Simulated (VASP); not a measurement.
# Be5Te2 in VASP: further runs, part 2 of 3

VASP 6.6.1. Earlier steps stand in the parts before.

## (3) Single point, PBE

This run uses another cell than the first one, of 17.75 Å³/atom, 1.013 times its volume.

Contents of INCAR:

```
SYSTEM = Be5Te2
PREC = Accurate ; ENCUT = 520
EDIFF = 1E-6 ; ISMEAR = 0
SIGMA = 0.1 ; LREAL = .False.
LASPH = .True. ; NELM = 100
ALGO = Fast ; ISIF = 2
LWAVE = .False. ; LCHARG = .True.
GGA = PE ; LELF = .True.
LVHAR = .True. ; NBANDS = 20
```

Contents of KPOINTS:

```
regular mesh
0
Gamma
  12 12 4
  0 0 0
```

Contents of POSCAR:

```
Be5Te2
1.0
    3.8390622840      0.0000000000      0.0000000000
   -1.9195311420      3.3247254646      0.0000000000
    0.0000000000      0.0000000000      9.7368611457
Be Te
5 2
Direct
    0.0000000000      0.0000000000      0.0000000000
    0.6666666667      0.3333333333      0.9916677743
    0.3333333333      0.6666666667      0.0083322257
    0.6666666667      0.3333333333      0.4193840621
    0.3333333333      0.6666666667      0.5806159379
    0.3333333333      0.6666666667      0.3184653671
    0.6666666667      0.3333333333      0.6815346329
```

Potentials or basis: VASP PAW PBE potentials, release 64 (Be, Te).

Command:

```console
$ cat potpaw_PBE.64/Be/POTCAR potpaw_PBE.64/Te/POTCAR > POTCAR
$ mpirun -np 1 vasp_std > vasp.out
```

Run time: 2.4 min. Hardware: 1 thread of Intel Xeon Platinum 8488C (Sapphire Rapids), shared host; peak memory 0.33 GiB.

Results (log left out):

* Free energy: -23.7792 eV
* Pressure: 0.1 GPa
* Largest force: 0.036 eV/Å
* Band gap on the k mesh: zero (band 11 reaches 7.51 eV, above the bottom of band 12 at 5.18 eV)

Forces on the atoms (eV/Å):
```
Be   0.000  0.000  0.000
Be   0.000  0.000  0.004
Be   0.000  0.000 -0.004
Be   0.000  0.000  0.007
Be   0.000  0.000 -0.007
Te   0.000  0.000 -0.036
Te   0.000  0.000  0.036
```

Levels at points of the mesh, in eV from the Fermi level:
```tsv
k point	band 8	band 9	band 10	band 11	band 12	band 13	band 14	band 15
(0.00, 0.00, 0.00)	-1.06	-1.06	0.73	1.90	1.90	1.91	1.91	2.04
(0.50, 0.00, 0.00)	-3.41	-3.09	-2.51	-1.32	0.40	0.62	1.07	2.22
(0.00, 0.00, 0.50)	-1.30	-1.08	-1.08	1.88	1.88	2.00	2.00	2.01
(0.50, 0.00, 0.50)	-3.87	-3.16	-2.60	-1.20	0.98	1.37	1.53	2.14
```

Caveat: spin-orbit coupling is left out, which moves the levels of the heavy elements.

## (4) Single point, PBE

This run uses another cell than the first one, of 17.18 Å³/atom, 0.980 times its volume.

Contents of INCAR:

```
  PREC = Accurate
  ENCUT = 520
  EDIFF = 1E-6
  ISMEAR = 0
  SIGMA = 0.2
  LREAL = False
  LASPH = True
  NELM = 100
  ALGO = Fast
  ISIF = 2
  LWAVE = False
  LCHARG = False
  GGA = PE
  NBANDS = 20
```

Contents of KPOINTS:

```
Automatic mesh
0
Gamma
  5 5 2
```

Contents of POSCAR:

```
Be5Te2
1.0
    3.8440248560      0.0000000000      0.0000000000
   -1.9220124280      3.3290231781      0.0000000000
    0.0000000000      0.0000000000      9.3955733892
Be Te
5 2
Direct
    0.0000000000      0.0000000000      0.0000000000
    0.6666666667      0.3333333333     -0.0104157023
    0.3333333333      0.6666666667      1.0104157023
    0.6666666667      0.3333333333      0.4166758922
    0.3333333333      0.6666666667      0.5833241078
    0.3333333333      0.6666666667      0.3117091584
    0.6666666667      0.3333333333      0.6882908416
```

Potentials or basis: VASP PAW PBE potentials, release 64 (Be, Te).

Command:

```console
$ cat potpaw_PBE.64/Be/POTCAR potpaw_PBE.64/Te/POTCAR > POTCAR
$ mpirun -np 1 vasp_std > vasp.out
```

OUTCAR:

```text
PREC = Accurate
   ENCUT = 520
   EDIFF = 1E-6
   ISMEAR = 0
   LREAL = False
   LASPH = True
   NELM = 100
   ISIF = 2
   GGA = PE

 ion  position               nearest neighbor table
   1  0.000  0.000  0.000-   2 2.22   3 2.22   2 2.22   3 2.22   2 2.22   3 2.22
   2  0.667  0.333  0.990-   1 2.22   1 2.22   1 2.22   3 2.23   3 2.23   3 2.23   7 2.83
   3  0.333  0.667  0.010-   1 2.22   1 2.22   1 2.22   2 2.23   2 2.23   2 2.23   6 2.83
   4  0.667  0.333  0.417-   6 2.43   6 2.43   6 2.43   7 2.55
   5  0.333  0.667  0.583-   7 2.43   7 2.43   7 2.43   6 2.55
   6  0.333  0.667  0.312-   4 2.43   4 2.43   4 2.43   5 2.55   3 2.83
   7  0.667  0.333  0.688-   5 2.43   5 2.43   5 2.43   4 2.55   2 2.83

  LATTYP: Found a hexagonal cell.
 ALAT       =     3.8440248560
 C/A-ratio  =     2.4442020385

  Lattice vectors:

 A1 = (   3.8440248560,   0.0000000000,   0.0000000000)
 A2 = (  -1.9220124280,   3.3290231781,   0.0000000000)
 A3 = (   0.0000000000,   0.0000000000,   9.3955733892)

Analysis of symmetry for initial positions (statically):
=====================================================================
 Subroutine PRICEL returns:
 Original cell was already a primitive cell.

 Routine SETGRP: Setting up the symmetry group for a
 hexagonal supercell.

 Subroutine GETGRP returns: Found 12 space group operations
 (whereof 12 operations were pure point group operations)
 out of a pool of 24 trial point group operations.

The static configuration has the point symmetry D_3d.

Analysis of symmetry for dynamics (positions and initial velocities):
=====================================================================
 Subroutine PRICEL returns:
 Original cell was already a primitive cell.

 Routine SETGRP: Setting up the symmetry group for a
 hexagonal supercell.

 Subroutine GETGRP returns: Found 12 space group operations
 (whereof 12 operations were pure point group operations)
 out of a pool of 24 trial point group operations.

The dynamic configuration has the point symmetry D_3d.

 Subroutine INISYM returns: Found 12 space group operations
 (whereof 12 operations are pure point group operations),
 and found     1 'primitive' translations

----------------------------------------------------------------------------------------

                                     Primitive cell

  volume of cell :     120.2337

  direct lattice vectors                    reciprocal lattice vectors
     3.844024856  0.000000000  0.000000000     0.260143999  0.150194208  0.000000000
    -1.922012428  3.329023178  0.000000000     0.000000000  0.300388416  0.000000000
     0.000000000  0.000000000  9.395573389     0.000000000  0.000000000  0.106433100

  length of vectors
     3.844024856  3.844024856  9.395573389     0.300388416  0.300388416  0.106433100

  position of ions in fractional coordinates (direct lattice)
     0.000000000  0.000000000  0.000000000
     0.666666667  0.333333333  0.989584298
     0.333333333  0.666666667  0.010415702
     0.666666667  0.333333333  0.416675892
     0.333333333  0.666666667  0.583324108
     0.333333333  0.666666667  0.311709158
[... 41 lines left out ...]
  0.200000  0.000000  0.000000      6.000000
  0.400000  0.000000  0.000000      6.000000
  0.200000  0.200000  0.000000      6.000000
  0.400000  0.200000  0.000000      6.000000
  0.000000  0.000000  0.500000      1.000000
  0.200000  0.000000  0.500000      6.000000
  0.400000  0.000000  0.500000      6.000000
  0.200000  0.200000  0.500000      6.000000
  0.400000  0.200000  0.500000      6.000000
   k-points           NKPTS =     10   k-points in BZ     NKDIM =     10   number of bands    NBANDS=     20
   number of dos      NEDOS =    301   number of ions     NIONS =      7
   total plane-waves  NPLWV =  63000
   dimension x,y,z NGX =    30 NGY =   30 NGZ =   70
   dimension x,y,z NGXF=    60 NGYF=   60 NGZF=  140
   ions per type =               5   2
   NGX,Y,Z   is equivalent  to a cutoff of  12.97, 12.97, 12.39 a.u.
   NGXF,Y,Z  is equivalent  to a cutoff of  25.95, 25.95, 24.77 a.u.
 SYSTEM =  unknown system
   PREC   = accura    normal or accurate (medium, high low for compatibility)
   ISTART =      0    job   : 0-new  1-cont  2-samecut
   ICHARG =      2    charge: 1-file 2-atom 10-const
   ISPIN  =      1    spin polarized calculation?
   LNONCOLLINEAR =      F non collinear calculations
   LSORBIT =      F    spin-orbit coupling
   LASPH  =      T    aspherical Exc in radial PAW
   ENCUT  =  520.0 eV  38.22 Ry    6.18 a.u.   7.15  7.15 17.47*2*pi/ulx,y,z
   NELM   =    100;   NELMIN=  2; NELMDL= -5     # of ELM steps
   EDIFF  = 0.1E-05   stopping-criterion for ELM
   LREAL  =      F    real-space projection
   EDIFFG = 0.1E-04   stopping-criterion for IOM
   NSW    =      0    number of steps for IOM
   IBRION =     -1    ionic relax: 0-MD 1-quasi-New 2-CG
   NFREE  =      0    steps in history (QN), initial steepest desc. (CG)
   ISIF   =      2    stress and relaxation
   ISYM   =      2    0-nonsym 1-usesym 2-fastsym
   POTIM  = 0.5000    time-step for ionic-motion
   TEBEG  =    0.0;   TEEND  =   0.0 temperature during run
   PSTRESS=    0.0 pullay stress
   NELECT =      22.0000    total number of electrons
   NUPDOWN=      -1.0000    fix difference up-down
   EMIN   =  10.00;   EMAX   =-10.00  energy-range for DOS
   EFERMI =   0.00;   METHOD = LEGACY
   ISMEAR =     0;   SIGMA  =   0.20  broadening in eV -4-tet -1-fermi 0-gaus
   EFERMI_NEDOS =   21; number of points for ismear=-14 and -15
   IALGO  =     68    algorithm
   IMIX   =      4    mixing-type and parameters
     AMIX     =   0.40;   BMIX     =  1.00
     AMIX_MAG =   1.60;   BMIX_MAG =  1.00
  volume/ion in A,a.u.               =      17.18       115.91
  Fermi-wavevector in a.u.,A,eV,Ry     =   0.929409  1.756329 11.752732  0.863801
  Thomas-Fermi vector in A             =   2.055689
   LORBIT       =      0    0 simple, 1 ext, 2 COOP (PROOUT), +10 PAW based schemes
   GGA     = PE    functional components
   LHFCALC =     F    Hartree Fock is set to
   AEXX    =    0.0000 exact exchange contribution
   IVDW    =     0    specifies the selected vdW correction
   LEPSILON=     F    determine dielectric tensor
   LRPA    =     F    only Hartree local field effects (RPA)
 non-spin polarized calculation
 RMM-DIIS sequential band-by-band and
 Gauss-broadening in eV      SIGMA  =   0.20
  energy-cutoff  :      520.00
  volume of cell :      120.23
 maximum number of plane-waves:      3257
 NGX is ok and might be reduce to    30
   NGX = 15   NGY = 15   NGZ = 35

 number of electron      21.9999999 magnetization

 Free energy of the ion-electron system (eV)
  ---------------------------------------------------
  ext. energy  EPLUGINS =         0.00000000
  ---------------------------------------------------
  free energy    TOTEN  =       -23.80627994 eV

  energy without entropy =      -23.77501763  energy(sigma->0) =      -23.79064879

 E-fermi :   5.9989     XC(G=0):  -9.2689

 val. band max:        5.8571712616   @ k =   0.2000   0.0000   0.0000
 cond. band min:       6.0049421544   @ k =   0.2000   0.0000   0.5000
 fundamental gap:      0.1477708928
 Fermi energy:         5.9989253628

 k-point     1 :       0.0000    0.0000    0.0000
  band No.  band energies     occupation
      1      -7.9373      2.00000
      2      -7.1480      2.00000
      3      -1.8912      2.00000
      4       0.8231      2.00000
      5       1.4363      2.00000
      6       3.6056      2.00000
[... 219 lines left out ...]
     19      11.1941      0.00000
     20      11.7926      0.00000

------------------------ aborting loop because EDIFF is reached ----------------------------------------

  FORCE on cell =-STRESS in cart. coord.  units (eV):
  Direction    XX          YY          ZZ          XY          YZ          ZX
  --------------------------------------------------------------------------------------
  -------------------------------------------------------------------------------------
  Total        0.0788503      0.0788503      0.5954098     -0.0000000      0.0000000      0.0000000
  in kB        1.0507214      1.0507214      7.9341480     -0.0000000      0.0000000      0.0000000
  external PRESSURE =       3.3451969 kB  Pullay stress =       0.0000000 kB

 VOLUME and BASIS-vectors are now :
 -----------------------------------------------------------------------------
  energy-cutoff  :      520.00
  volume of cell :      120.23
      direct lattice vectors                 reciprocal lattice vectors
     3.844024856  0.000000000  0.000000000     0.260143999  0.150194208  0.000000000
    -1.922012428  3.329023178  0.000000000     0.000000000  0.300388416  0.000000000
     0.000000000  0.000000000  9.395573389     0.000000000  0.000000000  0.106433100

 POSITION                                       TOTAL-FORCE (eV/Angst)
 -----------------------------------------------------------------------------------
      0.00000      0.00000      0.00000         0.000000      0.000000      0.000000
      1.92201      1.10967      9.29771        -0.000000      0.000000      0.051166
     -0.00000      2.21935      0.09786         0.000000     -0.000000     -0.051166
      1.92201      1.10967      3.91491         0.000000     -0.000000     -0.035445
     -0.00000      2.21935      5.48066         0.000000      0.000000      0.035445
     -0.00000      2.21935      2.92869         0.000000     -0.000000     -0.025166
      1.92201      1.10967      6.46689        -0.000000      0.000000      0.025166
 -----------------------------------------------------------------------------------
    total drift:                               -0.000000      0.000000      0.000000

  FREE ENERGIE OF THE ION-ELECTRON SYSTEM (eV)
  ---------------------------------------------------
  free  energy   TOTEN  =       -23.8062799419 eV

  energy  without entropy=      -23.7750176320  energy(sigma->0) =      -23.79064879
```

Wall time 33 s (1 thread of AMD EPYC 7R43 (Zen 3), shared host); peak memory 0.2 GiB.

Results:

* Free energy: -23.8063 eV
* Pressure: 0.3 GPa
* Largest force: 0.051 eV/Å
* Band gap on the k mesh: zero (band 11 reaches 7.85 eV, above the bottom of band 12 at 6.00 eV)

Forces on the atoms (eV/Å):
```
Be   0.000  0.000  0.000
Be   0.000  0.000  0.051
Be   0.000  0.000 -0.051
Be   0.000  0.000 -0.035
Be   0.000  0.000  0.035
Te   0.000  0.000 -0.025
Te   0.000  0.000  0.025
```

Stress tensor (GPa, compression positive):
```
0.11 0.00 0.00
0.00 0.11 0.00
0.00 0.00 0.79
```

Caveat: the k points lie up to 0.38 Å⁻¹ apart; spin-orbit coupling is left out, which moves the levels of the heavy elements.

(Continued in part 3 of 3.)
